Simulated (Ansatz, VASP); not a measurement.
One calculation of AlBiSe2, two programs

```
Bi Se Al
1.0
     0.00000    0.00000    6.44615
     4.14337   -4.14337    3.22308
     4.14337    4.14337   -3.22308
Bi Se Al
2 4 2
Direct
  0.25000 0.00000 0.00000
  0.75000 0.00000 0.00000
  0.66670 0.50000 0.83340
  0.16670 0.16660 0.50000
  0.33330 0.50000 0.16660
  0.83330 0.83340 0.50000
  0.75000 0.50000 0.50000
  0.25000 0.50000 0.50000
```

Alike in both runs: task single point; functional PBE; k mesh 4 × 4 × 4; no spin polarisation.

|  | VASP | Ansatz |
| --- | --- | --- |
| version | VASP 6.6.1 | Ansatz 0.2.0 |
| potentials or method | VASP PAW PBE potentials, release 64 (Bi_d, Se, Al), cutoff 500 eV | PAW plane waves |
| occupations | fermi-dirac, width 0.1 eV | fermi-dirac |
| valence electrons in the cell | 60 | 100 |

```tsv
	VASP	Ansatz	Ansatz less VASP
gap on the k mesh at the Fermi level (eV)	none	none	-
pressure (GPa)	-3.1	-3.1	-0.01
traceless stress, the component that is largest in VASP (GPa)	-0.69	-0.69	-0.006
rms of the force components (eV/Å)	0.295	0.298	+0.0031
```

Atom by atom the forces differ by 0.003 eV/Å (rms over components). A gap of «none» marks a metal or a gap that the smearing closes. VASP's potentials hold 60 valence electrons a cell and Ansatz's 100, so a difference there can come from the potentials and not from the codes.

Spin-orbit coupling is off throughout.
